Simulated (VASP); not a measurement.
# FeSi (Pm-3m) in VASP: single point with r2SCAN

Aim: the single point of FeSi with r2SCAN.

Everything below comes from runs of VASP 6.6.1. Logs are shortened: lines on timing, memory, paths and dates and some standing lists are left out, and cuts for length are marked.

### 1 The cell of the first run

The structure is cubic, space group Pm-3m (No. 221). Conventional cell: a = 2.727 Å, b = 2.727 Å, c = 2.727 Å, α = 90.00°, β = 90.00°, γ = 90.00°. Fe (site symmetry m-3m) has 8 Si at 2.36 Å and 6 Fe at 2.73 Å within 3.1 Å. Within 3.1 Å of Si (site symmetry m-3m) lie 8 Fe at 2.36 Å and 6 Si at 2.73 Å.

### 2 Single point, r2SCAN

POSCAR reads:

```
FeSi
1.0
    2.7269995991      0.0000000000      0.0000000000
    0.0000000000      2.7269995991      0.0000000000
    0.0000000000      0.0000000000      2.7269995991
Fe Si
1 1
Direct
    0.5000000000      0.5000000000      0.5000000000
    0.0000000000      0.0000000000      0.0000000000
```

INCAR.step1 reads:

```
PREC = Accurate ; ENCUT = 520
ISMEAR = 0 ; SIGMA = 0.05
LREAL = F ; LASPH = T
NELM = 60 ; NBANDS = 13
GGA = PE ; ALGO = Normal
EDIFF = 1E-4 ; LWAVE = T
LCHARG = F
```

INCAR.step2 reads:

```
PREC = Accurate ; ENCUT = 520
EDIFF = 1E-6 ; ISMEAR = 0
SIGMA = 0.05 ; LREAL = F
LASPH = T ; NELM = 60
ALGO = Normal ; ISIF = 2
LWAVE = F ; LCHARG = F
METAGGA = R2SCAN ; LMIXTAU = T
NBANDS = 13 ; ISTART = 1
```

KPOINTS reads:

```
Automatic mesh
0
Gamma
  16 16 16
```

Potentials or basis: VASP PAW PBE potentials, release 64 (Fe, Si).

Command:

```console
cat potpaw_PBE.64/Fe/POTCAR potpaw_PBE.64/Si/POTCAR > POTCAR
cp INCAR.step1 INCAR
mpirun -np 1 vasp_std > vasp.out
cp INCAR.step2 INCAR
mpirun -np 1 vasp_std > vasp.out
```

OUTCAR:

```text
PREC = Accurate
   ENCUT = 520
   EDIFF = 1E-6
   ISMEAR = 0
   LREAL = F
   LASPH = T
   NELM = 60
   ISIF = 2
   METAGGA = R2SCAN
   ISTART = 1

 ion  position               nearest neighbor table
   1  0.500  0.500  0.500-   2 2.36   2 2.36   2 2.36   2 2.36   2 2.36   2 2.36   2 2.36   2 2.36

   2  0.000  0.000  0.000-   1 2.36   1 2.36   1 2.36   1 2.36   1 2.36   1 2.36   1 2.36   1 2.36

  LATTYP: Found a simple cubic cell.
 ALAT       =     2.7269995991

  Lattice vectors:

 A1 = (   2.7269995991,   0.0000000000,   0.0000000000)
 A2 = (   0.0000000000,   2.7269995991,   0.0000000000)
 A3 = (   0.0000000000,   0.0000000000,   2.7269995991)

Analysis of symmetry for initial positions (statically):
=====================================================================
 Subroutine PRICEL returns:
 Original cell was already a primitive cell.

 Routine SETGRP: Setting up the symmetry group for a
 simple cubic supercell.

 Subroutine GETGRP returns: Found 48 space group operations
 (whereof 48 operations were pure point group operations)
 out of a pool of 48 trial point group operations.

The static configuration has the point symmetry O_h .

Analysis of symmetry for dynamics (positions and initial velocities):
=====================================================================
 Subroutine PRICEL returns:
 Original cell was already a primitive cell.

 Routine SETGRP: Setting up the symmetry group for a
 simple cubic supercell.

 Subroutine GETGRP returns: Found 48 space group operations
 (whereof 48 operations were pure point group operations)
 out of a pool of 48 trial point group operations.

The dynamic configuration has the point symmetry O_h .

 Subroutine INISYM returns: Found 48 space group operations
 (whereof 48 operations are pure point group operations),
 and found     1 'primitive' translations

----------------------------------------------------------------------------------------

                                     Primitive cell

  volume of cell :      20.2794

  direct lattice vectors                    reciprocal lattice vectors
     2.726999599  0.000000000  0.000000000     0.366703391  0.000000000  0.000000000
     0.000000000  2.726999599  0.000000000     0.000000000  0.366703391  0.000000000
     0.000000000  0.000000000  2.726999599     0.000000000  0.000000000  0.366703391

  length of vectors
     2.726999599  2.726999599  2.726999599     0.366703391  0.366703391  0.366703391

[... 90 lines left out ...]
   PSTRESS=    0.0 pullay stress
   NELECT =      12.0000    total number of electrons
   NUPDOWN=      -1.0000    fix difference up-down
   EMIN   =  10.00;   EMAX   =-10.00  energy-range for DOS
   EFERMI =   0.00;   METHOD = LEGACY
   ISMEAR =     0;   SIGMA  =   0.05  broadening in eV -4-tet -1-fermi 0-gaus
   EFERMI_NEDOS =   21; number of points for ismear=-14 and -15
   IALGO  =     38    algorithm
   IMIX   =      4    mixing-type and parameters
     AMIX     =   0.40;   BMIX     =  1.00
     AMIX_MAG =   1.60;   BMIX_MAG =  1.00
  volume/ion in A,a.u.               =      10.14        68.43
  Fermi-wavevector in a.u.,A,eV,Ry     =   1.374412  2.597261 25.701507  1.889007
  Thomas-Fermi vector in A             =   2.499841
   LORBIT       =      0    0 simple, 1 ext, 2 COOP (PROOUT), +10 PAW based schemes
   METAGGA = R2SCAN    functional components
   LHFCALC =     F    Hartree Fock is set to
   AEXX    =    0.0000 exact exchange contribution
   IVDW    =     0    specifies the selected vdW correction
   LEPSILON=     F    determine dielectric tensor
   LRPA    =     F    only Hartree local field effects (RPA)
 non-spin polarized calculation
 Gauss-broadening in eV      SIGMA  =   0.05
  energy-cutoff  :      520.00
  volume of cell :       20.28
 maximum number of plane-waves:       560
   NGX = 11   NGY = 11   NGZ = 11

 number of electron      11.9999991 magnetization

 Free energy of the ion-electron system (eV)
  ---------------------------------------------------
  ext. energy  EPLUGINS =         0.00000000
  ---------------------------------------------------
  free energy    TOTEN  =       -23.68571064 eV

  energy without entropy =      -23.68529429  energy(sigma->0) =      -23.68550247

 E-fermi :  11.7013     XC(G=0): -14.3135

 val. band max:       11.6209603523   @ k =   0.5000   0.4375   0.3750
 cond. band min:      11.7199997301   @ k =   0.5000   0.5000   0.0000
 fundamental gap:      0.0990393778
 Fermi energy:        11.7012926956

 k-point     1 :       0.0000    0.0000    0.0000
  band No.  band energies     occupation
      1      -3.8861      2.00000
      2       7.4073      2.00000
      3       7.4073      2.00000
      4      10.4423      2.00000
      5      10.4423      2.00000
      6      10.4423      2.00000
      7      15.1310      0.00000
      8      15.1310      0.00000
      9      15.1310      0.00000
     10      20.0025      0.00000
     11      20.0025      0.00000
     12      26.6306      0.00000
     13      33.1087      0.00000
[... 354 lines left out ...]
  band No.  band energies     occupation
      1       0.6545      2.00000
      2       2.2648      2.00000
      3       8.4332      2.00000
      4       8.5659      2.00000
      5       8.8662      2.00000
      6      10.4265      2.00000
      7      12.0447      0.00000
      8      17.3042      0.00000
      9      20.0368      0.00000
     10      21.0644      0.00000
     11      21.5566      0.00000
     12      22.6386      0.00000
     13      27.0994      0.00000

 [... further k-points ...]

------------------------ aborting loop because EDIFF is reached ----------------------------------------

  FORCE on cell =-STRESS in cart. coord.  units (eV):
  Direction    XX          YY          ZZ          XY          YZ          ZX
  --------------------------------------------------------------------------------------
  -------------------------------------------------------------------------------------
  Total        0.0791288      0.0791288      0.0791288     -0.0000000     -0.0000000      0.0000000
  in kB        6.2515838      6.2515838      6.2515838     -0.0000000     -0.0000000      0.0000000
  external PRESSURE =       6.2515838 kB  Pullay stress =       0.0000000 kB

 VOLUME and BASIS-vectors are now :
 -----------------------------------------------------------------------------
  energy-cutoff  :      520.00
  volume of cell :       20.28
      direct lattice vectors                 reciprocal lattice vectors
     2.726999599  0.000000000  0.000000000     0.366703391  0.000000000  0.000000000
     0.000000000  2.726999599  0.000000000     0.000000000  0.366703391  0.000000000
     0.000000000  0.000000000  2.726999599     0.000000000  0.000000000  0.366703391

 POSITION                                       TOTAL-FORCE (eV/Angst)
 -----------------------------------------------------------------------------------
      1.36350      1.36350      1.36350         0.000000      0.000000      0.000000
      0.00000      0.00000      0.00000         0.000000      0.000000      0.000000
 -----------------------------------------------------------------------------------
    total drift:                               -0.000000      0.000000     -0.000000

  FREE ENERGIE OF THE ION-ELECTRON SYSTEM (eV)
  ---------------------------------------------------
  free  energy   TOTEN  =       -23.6857106450 eV

  energy  without entropy=      -23.6852942914  energy(sigma->0) =      -23.68550247
```

OUTCAR.step1:

```text
PREC = Accurate
   ENCUT = 520
   ISMEAR = 0
   LREAL = F
   LASPH = T
[... 605 lines left out ...]
 -----------------------------------------------------------------------------------
      1.36350      1.36350      1.36350         0.000000      0.000000      0.000000
      0.00000      0.00000      0.00000         0.000000      0.000000      0.000000
 -----------------------------------------------------------------------------------
    total drift:                               -0.000000      0.000000     -0.000000

  FREE ENERGIE OF THE ION-ELECTRON SYSTEM (eV)
  ---------------------------------------------------
  free  energy   TOTEN  =       -14.6306941887 eV

  energy  without entropy=      -14.6299912387  energy(sigma->0) =      -14.63034271
```

OSZICAR.step1:

```text
N       E                     dE             d eps       ncg     rms          rms(c)
DAV:   1     0.397792894775E+02    0.39779E+02   -0.55702E+03  4372   0.102E+03
DAV:   2    -0.146239832151E+02   -0.54403E+02   -0.49194E+02  4485   0.185E+02
DAV:   3    -0.165078737240E+02   -0.18839E+01   -0.18490E+01  5243   0.389E+01
DAV:   4    -0.165311040555E+02   -0.23230E-01   -0.23213E-01  4875   0.388E+00
DAV:   5    -0.165314749743E+02   -0.37092E-03   -0.37090E-03  5285   0.547E-01    0.175E+01
DAV:   6    -0.181581324481E+02   -0.16267E+01   -0.41848E+01  4835   0.972E+01    0.156E+01
DAV:   7    -0.146772963065E+02    0.34808E+01   -0.22064E+01  4990   0.643E+01    0.338E+00
DAV:   8    -0.146410140046E+02    0.36282E-01   -0.25067E-01  5140   0.408E+00    0.123E+00
DAV:   9    -0.146311502403E+02    0.98638E-02   -0.19327E-02  5502   0.206E+00    0.339E-01
DAV:  10    -0.146309060857E+02    0.24415E-03   -0.23037E-03  5215   0.545E-01    0.161E-01
DAV:  11    -0.146306953018E+02    0.21078E-03   -0.78533E-04  4901   0.356E-01    0.414E-02
DAV:  12    -0.146306941887E+02    0.11131E-05   -0.13507E-05  2453   0.288E-02
   1 F= -.14630694E+02 E0= -.14630343E+02  d E =-.702950E-03
```

Run time: 45 s. Hardware: 1 thread of Intel Xeon 6975P-C (Granite Rapids), shared host; peak memory 0.16 GiB.

What came out:

- Free energy: -23.6857 eV
- Pressure: 0.6 GPa
- Band gap on the k mesh: zero (band 6 reaches 11.78 eV, above the bottom of band 7 at 11.72 eV)

Caveat: the PAW data sets were made with another functional, which shifts forces and pressure a little. Spin polarisation is off, so any magnetic state and its effect on volume and gap are missing.
